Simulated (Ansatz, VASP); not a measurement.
## One calculation of SiC, two programs

File POSCAR:

```
SiC
1.0
    3.0766210102      0.0000000000      0.0000000000
   -1.5383105051      2.6644319527      0.0000000000
    0.0000000000      0.0000000000     15.0980843200
Si C
6 6
Direct
    0.3333333333      0.6666666667      0.8329861500
    0.6666666667      0.3333333333      0.3329861500
    0.6666666667      0.3333333333      0.6665006000
    0.3333333333      0.6666666667      0.1665006000
    0.0000000000      0.0000000000      0.4997294200
    0.0000000000      0.0000000000      0.9997294200
    0.0000000000      0.0000000000      0.8743664100
    0.0000000000      0.0000000000      0.3743664100
    0.3333333333      0.6666666667      0.7079967800
    0.6666666667      0.3333333333      0.2079967800
    0.6666666667      0.3333333333      0.5415216400
    0.3333333333      0.6666666667      0.0415216400
```

INCAR.step1

```
PREC = Accurate
ENCUT = 520
ISMEAR = -1
SIGMA = 0.02
LREAL = F
LASPH = T
NELM = 60
NBANDS = 36
GGA = PE
ALGO = Normal
EDIFF = 1E-4
LWAVE = T
LCHARG = F
```

The input INCAR.step2:

```
PREC = Accurate
ENCUT = 520
EDIFF = 1E-8
ISMEAR = -1
SIGMA = 0.02
LREAL = F
LASPH = T
NELM = 60
ALGO = Normal
ISIF = 2
LWAVE = F
LCHARG = F
METAGGA = R2SCAN
LMIXTAU = T
LEFG = T
NBANDS = 36
ISTART = 1
```

Contents of KPOINTS:

```
regular mesh
0
Gamma
  10 10 2
```

Input for Ansatz:

```yaml
crystal:
  lattice:
    - [3.0766210102, 0.0, 0.0]
    - [-1.5383105051, 2.6644319527, 0.0]
    - [0.0, 0.0, 15.09808432]
  atoms:
    - { symbol: Si, position: [0.3333333333, 0.6666666667, 0.83298615] }
    - { symbol: Si, position: [0.6666666667, 0.3333333333, 0.33298615] }
    - { symbol: Si, position: [0.6666666667, 0.3333333333, 0.6665006] }
    - { symbol: Si, position: [0.3333333333, 0.6666666667, 0.1665006] }
    - { symbol: Si, position: [0.0, 0.0, 0.49972942] }
    - { symbol: Si, position: [0.0, 0.0, 0.99972942] }
    - { symbol: C, position: [0.0, 0.0, 0.87436641] }
    - { symbol: C, position: [0.0, 0.0, 0.37436641] }
    - { symbol: C, position: [0.3333333333, 0.6666666667, 0.70799678] }
    - { symbol: C, position: [0.6666666667, 0.3333333333, 0.20799678] }
    - { symbol: C, position: [0.6666666667, 0.3333333333, 0.54152164] }
    - { symbol: C, position: [0.3333333333, 0.6666666667, 0.04152164] }
kpoints:
  mp_grid: { grid: [10, 10, 2] }
scf:
  occupations: { method: fermi_dirac, width: 0.02 }
hamiltonian:
  xc: r2scan
  pseudopotentials: { kind: paw }
output:
  forces: true
  stress: true
  populations: true
  efg: { contact_densities: true }
```

Alike in both runs: task electric field gradients; functional r2SCAN; k mesh 10 × 10 × 2; occupations fermi-dirac, width 0.02 eV; no spin polarisation.

|  | VASP | Ansatz |
| --- | --- | --- |
| version | VASP 6.6.1 | Ansatz 0.2.0 |
| potentials or method | VASP PAW PBE potentials, release 64 (Si, C) | plane-wave PAW, scalar-relativistic |
| plane-wave cutoff (eV) | 520 | 500 |
| valence electrons in the cell | 48 | 48 |

```csv
,VASP,Ansatz,Ansatz less VASP
gap on the k mesh at the Fermi level (eV),2.40,2.39,-0.011
pressure (GPa),0.2,0.4,+0.19
size of Vzz on the site where it differs most (V/Å²),0.4,0.6,+0.16
```

VASP's potentials were made for PBE, not for r2SCAN.
